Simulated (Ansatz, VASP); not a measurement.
Two plane-wave programs on Si

```xyz
4
Lattice="-3.3734 3.3734 1.9464 3.3734 -3.3734 1.9464 3.3734 3.3734 -1.9464" Properties=species:S:1:pos:R:3 pbc="T T T"
Si    1.2050    1.2050   -0.1180
Si    2.1683    2.1683    1.8285
Si    2.1683   -2.1683    2.0644
Si   -2.1683    2.1683    2.0644
```

Change from the starting cell: mode 4 frozen in at -0.117 Å, equal normal strain along x, y and z +0.0083.

Alike in both runs: task single point; functional PBE; k mesh 10 × 10 × 10; occupations gaussian, width 0.05 eV; no spin polarisation.

|  | VASP | Ansatz |
| --- | --- | --- |
| version | VASP 6.6.1 | Ansatz 0.2.0 |
| potentials or method | VASP PAW PBE potentials, release 64 (Si), cutoff 520 eV | scalar-relativistic, plane waves, PAW |
| valence electrons in the cell | 16 | 16 |

```tsv
	VASP	Ansatz	Ansatz less VASP
gap on the k mesh at the Fermi level (eV)	0.35	0.35	-0.001
least direct gap on the mesh (eV)	0.67	0.67	0.000
pressure (GPa)	-2.4	-2.3	+0.05
traceless stress, the component that is largest in VASP (GPa)	0.10	0.11	+0.014
rms of the force components (eV/Å)	0.191	0.190	-0.0006
```

Atom by atom the forces differ by 0.001 eV/Å (rms over components). With one functional, cell and mesh, what is left measures potentials, basis and numerics.
